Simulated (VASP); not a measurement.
CuI: relaxation of cell and atoms with PBEsol

Crystal: CuI.

```
Cu I
1.0
     7.23589    0.00000    0.00000
     6.04294    3.98006    0.00000
     6.04294    1.81125    3.54405
Cu I
2 2
Direct
  0.12930 0.12930 0.12930
  0.87070 0.87070 0.87070
  0.00000 0.00000 0.00000
  0.50000 0.50000 0.50000
```

```json
{
 "Program": "VASP 6.6.1",
 "Task": "relaxation of cell and atoms",
 "Functional": "PBEsol",
 "Potentials or basis": "VASP PAW PBE potentials, release 64 (Cu, I)",
 "Cutoff": "600 eV",
 "k mesh": "6 × 6 × 6",
 "Occupations": "gaussian, width 0.01 eV",
 "Spin": "no spin polarisation",
 "Target pressure": "20 GPa",
 "Dipole correction": "no",
 "Further INCAR settings": "ALGO = Normal; EDIFF = 1e-07; IBRION = 2; EDIFFG = -0.01; NSW = 50; ISIF = 3"
}
```

* Relaxed volume: 21.39 Å³/atom
* Relaxed cell: a = 6.579 Å, b = 6.579 Å, c = 6.579 Å, α = 35.44°, β = 35.44°, γ = 35.44°
* Space group after relaxing (to 0.1 Å): R-3m (No. 166)
* Energy change on relaxing (the run minimises the enthalpy): +211.7 meV/atom
* Ionic steps: 9
* Pressure after relaxing: 20.0 GPa
* Band gap on the k mesh: zero (filled and empty bands touch)

Forces in eV/Å, atoms in the order of the input:
```
Cu   0.002  0.001  0.000
Cu  -0.002 -0.001  0.000
I    0.000  0.000  0.000
I    0.000  0.000  0.000
```

Stress tensor (GPa, compression positive):
```
19.93 -0.04 -0.02
-0.04 20.05 -0.01
-0.02 -0.01 20.05
```

Step by step:
```csv
step,energy change (eV),largest force (eV/Å),pressure (GPa),volume (Å³)
1,0.0000,0.9448,3.55,102.07
2,5.4536,1.7994,71.25,67.85
3,0.8919,0.6923,19.79,85.60
4,0.9715,0.6625,20.85,84.92
5,1.0112,0.6470,21.33,84.60
6,0.9008,0.5724,20.75,85.33
7,0.9130,0.0224,20.84,85.03
8,0.7736,0.0212,19.07,86.15
9,0.8468,0.0025,20.01,85.55
```

Final structure:
```
CELL_PARAMETERS angstrom
6.57730 -0.11906 -0.07286
5.42744 3.71724 -0.07286
5.42744 1.62677 3.34317
ATOMIC_POSITIONS crystal
Cu 0.12764 0.12764 0.12764
Cu 0.87236 0.87236 0.87236
I 0.00000 0.00000 0.00000
I 0.50000 0.50000 0.50000
```

Levels at points of the mesh, in eV from the Fermi level:
```tsv
k point	band 16	band 17	band 18	band 19	band 20	band 21
(0.00, 0.00, 0.00)	-0.14	-0.02	0.00	0.00	2.36	2.36
(0.50, 0.00, 0.00)	-2.59	-2.23	-1.13	1.24	4.51	5.53
(0.50, 0.50, 0.00)	-2.37	-0.93	-0.57	0.59	1.88	4.70
(0.50, 0.50, 0.50)	-0.94	-0.85	-0.85	0.49	3.29	3.29
```

It took 22 min on 1 thread of Intel(R) Xeon(R) Platinum 8375C CPU @ 2.90GHz (Ice Lake), on a shared host, peak memory 0.6 GiB.

Caveat: the cell is relaxed towards a set pressure, so the run minimises the enthalpy, not the energy; the volume moved by over 15 % at a fixed basis, so the end points are rough; semilocal functionals underestimate gaps, and a narrow one can read as zero; the PAW data sets were made with another functional, which shifts forces and pressure a little; spin-orbit coupling is left out, which moves the levels of the heavy elements.
